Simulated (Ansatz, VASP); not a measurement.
**One calculation of Hf, two programs**

INCAR

```
SYSTEM = Hf
PREC     = Accurate       ! precision mode
ENCUT    = 520            ! plane-wave cutoff, eV
EDIFF    = 1E-6           ! SCF threshold, eV
ISMEAR   = -1             ! smearing method
SIGMA    = 0.1            ! smearing width, eV
LREAL    = .FALSE.        ! projectors in reciprocal space
LASPH    = .TRUE.         ! aspherical terms in the spheres
NELM     = 60             ! most SCF steps
ALGO     = Normal         ! electronic algorithm
ISIF     = 2              ! what is computed and relaxed
LWAVE    = .FALSE.        ! write WAVECAR
LCHARG   = .FALSE.        ! write CHGCAR
GGA      = PE             ! functional
NBANDS   = 11             ! bands
```

KPOINTS

```
regular mesh
0
G
  18 18 18
  0 0 0
```

Contents of POSCAR:

```
Hf
1.0
    2.9173859246      0.0000000000      0.0000000000
    0.0000000000      2.9173859246      0.0000000000
    0.0000000000      0.0000000000      2.9173859246
Hf
1
Direct
    0.0000000000      0.0000000000      0.0000000000
```

Input for Ansatz:

```yaml
crystal:
  lattice:
    - [2.9173859246, 0.0, 0.0]
    - [0.0, 2.9173859246, 0.0]
    - [0.0, 0.0, 2.9173859246]
  atoms:
    - { symbol: Hf, position: [0.0, 0.0, 0.0] }
hamiltonian:
  xc: pbe
  pseudopotentials:
    kind: paw
    azcp:
      Hf: "pseudopotentials/Hf.paw.azcp"
basis:
  ecutwfc: 420
  fft_grid_basis: typed
kpoints:
  mp_grid: { grid: [18, 18, 18], shift: [0, 0, 0] }
magnetization:
  spin_polarized: false
scf:
  occupations: { method: fermi_dirac, width: 0.1 }
output:
  stress: true
```

Alike in both runs: task single point; functional PBE; k mesh 18 × 18 × 18; occupations fermi-dirac, width 0.1 eV; no spin polarisation.

```csv
,VASP,Ansatz
version,VASP 6.6.1,Ansatz 0.2.0
potentials or method,"VASP PAW PBE potentials, release 64 (Hf_pv), cutoff 520 eV","plane waves (420 eV) with PAW, scalar-relativistic"
valence electrons in the cell,10,26
```

VASP gave:

* pressure (GPa): -0.3

Question: What did Ansatz give for the same quantities?

Answer: Pressure (GPa): 0.0.

VASP's potentials hold 10 valence electrons a cell and Ansatz's 26, so a difference there can come from the potentials and not from the codes.

Spin-orbit coupling is off throughout.
